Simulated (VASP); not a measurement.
Here is a VASP 6.6.1 calculation.

The input INCAR:

```
SYSTEM = HfC2
PREC = Accurate ; ENCUT = 520
EDIFF = 1E-7 ; ISMEAR = 0
SIGMA = 0.1 ; LREAL = .False.
LASPH = .True. ; NELM = 60
ALGO = Normal ; ISIF = 2
LWAVE = .False. ; LCHARG = .True.
GGA = PE ; LELF = .True.
LVHAR = .True. ; NBANDS = 16
```

KPOINTS

```
regular mesh
0
Gamma
  6 6 4
  0 0 0
```

The input POSCAR:

```
HfC2
1.0
    3.2782124649      0.0000000027      0.0000000000
   -1.6391062348      2.8390152723      0.0000000000
    0.0000000000      0.0000000000      3.1790710676
Hf C
1 2
Direct
    0.0000000000      0.0000000000      0.0000000000
    0.3333333333      0.6666666667      0.5000000000
    0.6666666667      0.3333333333      0.5000000000
```

Potentials or basis: VASP PAW PBE potentials, release 64 (Hf_pv, C).

Launch:

```sh
$ cat potpaw_PBE.64/Hf_pv/POTCAR potpaw_PBE.64/C/POTCAR > POTCAR
$ mpirun -np 1 vasp_std > vasp.out
```

What does it give for the band gap on the k mesh?

Zero (bands 9 and 10 overlap by 4.07 eV).

Predict the pressure.

-2.0 GPa.

Caveat: the k points lie up to 0.49 Å⁻¹ apart, too coarse for converged energies and pressures of a metal; spin-orbit coupling is left out, which moves the levels of the heavy elements.
